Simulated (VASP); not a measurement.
Here is a VASP 6.6.1 calculation.

File POSCAR:

```
TiB
1.0
    0.0000000000      2.2122036100      2.2122036100
    2.2122036100      0.0000000000      2.2122036100
    2.2122036100      2.2122036100      0.0000000000
Ti B
1 1
Direct
    0.0000000000      0.0000000000      0.0000000000
    0.5000000000      0.5000000000      0.5000000000
```

File INCAR.step1:

```
PREC     = Accurate       # precision mode
ENCUT    = 600            # plane-wave cutoff, eV
ISMEAR   = 0              # smearing method
SIGMA    = 0.1            # smearing width, eV
LREAL    = F              # projectors in reciprocal space
LASPH    = T              # aspherical terms in the spheres
NELM     = 80             # most SCF steps
GGA      = PE             # functional
ALGO     = Normal         # electronic algorithm
EDIFF    = 1E-4           # SCF threshold, eV
LWAVE    = T              # write WAVECAR
LCHARG   = F              # write CHGCAR
```

File INCAR.step2:

```
PREC     = Accurate       # precision mode
ENCUT    = 600            # plane-wave cutoff, eV
EDIFF    = 1E-6           # SCF threshold, eV
ISMEAR   = 0              # smearing method
SIGMA    = 0.1            # smearing width, eV
LREAL    = F              # projectors in reciprocal space
LASPH    = T              # aspherical terms in the spheres
NELM     = 80             # most SCF steps
ALGO     = Normal         # electronic algorithm
ISIF     = 3              # what is computed and relaxed
LWAVE    = F              # write WAVECAR
LCHARG   = F              # write CHGCAR
METAGGA  = R2SCAN         # meta-GGA
LMIXTAU  = T            
IBRION   = 2              # ionic algorithm
NSW      = 80             # ionic steps
EDIFFG   = -0.05          # ionic threshold
ISTART   = 1
```

Contents of KPOINTS:

```
regular mesh
0
Gamma
  8 8 8
```

Potentials or basis: VASP PAW PBE potentials, release 64 (Ti_sv, B).

Launch:

```console
$ cat potpaw_PBE.64/Ti_sv/POTCAR potpaw_PBE.64/B/POTCAR > POTCAR
$ cp INCAR.step1 INCAR
$ mpirun -np 1 vasp_std > vasp.out
$ cp INCAR.step2 INCAR
$ mpirun -np 1 vasp_std > vasp.out
```

Task: What does it give for the space group after relaxing (to 0.1 Å)?

Result: Fm-3m (No. 225).

Task: Estimate the relaxed volume.

Result: 11.65 Å³/atom.

Task: Predict the band gap on the k mesh.

Result: Zero (an odd number of electrons rules out a gap without spin polarisation).

Task: What does it give for the relaxed cell?

Result: a = 3.206 Å, b = 3.206 Å, c = 3.206 Å, α = 60.00°, β = 60.00°, γ = 60.00°.

Step by step:
```csv
step,energy change (eV),largest force (eV/Å),pressure (GPa),volume (Å³)
1,0.0000,0.0000,14.97,21.65
2,-0.0101,0.0000,-10.99,24.98
3,-0.0718,0.0000,-0.12,23.30
```

Caveat: the PAW data sets were made with another functional, which shifts forces and pressure a little; an odd number of electrons without spin polarisation forces a metal; a magnetic or distorted state may lie lower.
